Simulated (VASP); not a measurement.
## In: single point with LDA

In:

```
In
1.0
    -1.55055    1.55055    2.24690
     1.55055   -1.55055    2.24690
     1.55055    1.55055   -2.24690
In
1
Cartesian
  0.0000 0.0000 0.0000
```

```
Program             : VASP 6.6.1
Task                : single point
Functional          : LDA
Potentials or basis : VASP PAW LDA potentials, release 64 (In_d)
Cutoff              : 520 eV
k mesh              : 22 × 22 × 22
Occupations         : gaussian, width 0.15 eV
Spin                : no spin polarisation
```

| Item | Value |
| --- | --- |
| Pressure | 10.1 GPa |
| Band gap on the k mesh | zero (an odd number of electrons rules out a gap without spin polarisation) |

Stress tensor (GPa, compression positive):
```
 9.93  0.00  0.00
 0.00  9.93  0.00
 0.00  0.00 10.40
```

Levels at points of the mesh, in eV from the Fermi level:
| k point | band 4 | band 5 | band 6 | band 7 | band 8 | band 9 |
| --- | --- | --- | --- | --- | --- | --- |
| (0.00, 0.00, 0.00) | -14.67 | -14.62 | -11.11 | 11.86 | 12.12 | 12.12 |
| (0.50, 0.00, 0.00) | -14.40 | -14.38 | -4.54 | -4.36 | 9.30 | 9.90 |
| (0.50, 0.50, 0.00) | -14.35 | -14.30 | -2.87 | -1.66 | 4.12 | 4.25 |
| (0.50, 0.50, 0.50) | -14.33 | -14.33 | -3.16 | -2.17 | 4.57 | 4.57 |

It took 3.4 min on 1 thread of Intel Xeon 8259CL, with other jobs on the host, peak memory 0.3 GiB.

Caveat: the cell stands under pressure; spin-orbit coupling is left out, which moves the levels of the heavy elements.
